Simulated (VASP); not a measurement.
# EuFe: single point with PBEsol

The system is EuFe.

```
Eu Fe
1.0
     3.41993    0.00000    0.00000
     0.00000    3.41993    0.00000
     0.00000    0.00000    3.41993
Eu Fe
1 1
Cartesian
  0.0000 0.0000 0.0000
  1.7100 1.7100 1.7100
```

This cell differs from its parent crystal: volume scaled by 1.020.

- Program: VASP 6.6.1
- Task: single point
- Functional: PBEsol
- Potentials or basis: VASP PAW PBE potentials, release 64 (Eu, Fe)
- Cutoff: 520 eV
- k mesh: 8 × 8 × 8
- Occupations: gaussian, width 0.05 eV
- Spin: collinear spin, ferrimagnetic start
- Starting moments: [7.34, -2.66] μB
- Dipole correction: no
- Further INCAR settings: ALGO = Normal; EDIFF = 1e-06; NBANDS = 24

| Item | Value |
| --- | --- |
| Pressure | -1.1 GPa |
| Net moment | 4.73 μB per cell |
| Site moments | Eu +6.58; Fe -2.42 μB |
| Valence electrons inside the program's atomic spheres | Eu 14.81; Fe 6.98 |

Levels at points of the mesh, in eV from the Fermi level:
Spin up:
| k point | band 11 | band 12 | band 13 | band 14 | band 15 | band 16 | band 17 | band 18 | band 19 | band 20 |
| --- | --- | --- | --- | --- | --- | --- | --- | --- | --- | --- |
| (0.00, 0.00, 0.00) | -0.65 | -0.65 | -0.65 | -0.57 | 0.13 | 0.13 | 0.13 | 2.44 | 2.44 | 6.68 |
| (0.50, 0.00, 0.00) | -0.77 | -0.51 | -0.51 | 0.15 | 0.44 | 0.44 | 0.56 | 0.69 | 1.34 | 2.48 |
| (0.50, 0.50, 0.00) | -0.69 | -0.64 | -0.64 | -0.50 | -0.49 | 0.94 | 1.09 | 2.22 | 2.22 | 2.91 |
| (0.50, 0.50, 0.50) | -0.67 | -0.53 | -0.53 | -0.53 | -0.18 | -0.18 | -0.18 | 0.97 | 0.97 | 4.44 |
Spin down:
```
           k point  band 8  band 9  band 10  band 11  band 12  band 13
(0.00, 0.00, 0.00)   -1.89   -1.89    -1.89     2.26     2.26     3.83
(0.50, 0.00, 0.00)   -1.93   -1.85    -1.81    -0.40     1.85     3.33
(0.50, 0.50, 0.00)   -2.34   -1.61    -0.82     2.22     2.22     2.95
(0.50, 0.50, 0.50)   -1.59   -1.59    -0.88    -0.88    -0.88     2.08
```

Run time: 3.7 min on 1 thread of Oxide Virtual Turin-like Processor, on a shared host, peak memory 0.19 GiB.

Caveat: the PAW data sets were made with another functional, which shifts forces and pressure a little; spin-orbit coupling is left out, which moves the levels of the heavy elements; without U or exact exchange the open f shell lies at the Fermi level, which spoils levels, moments and volumes. The state reached can hang on the start; a lower one may exist.
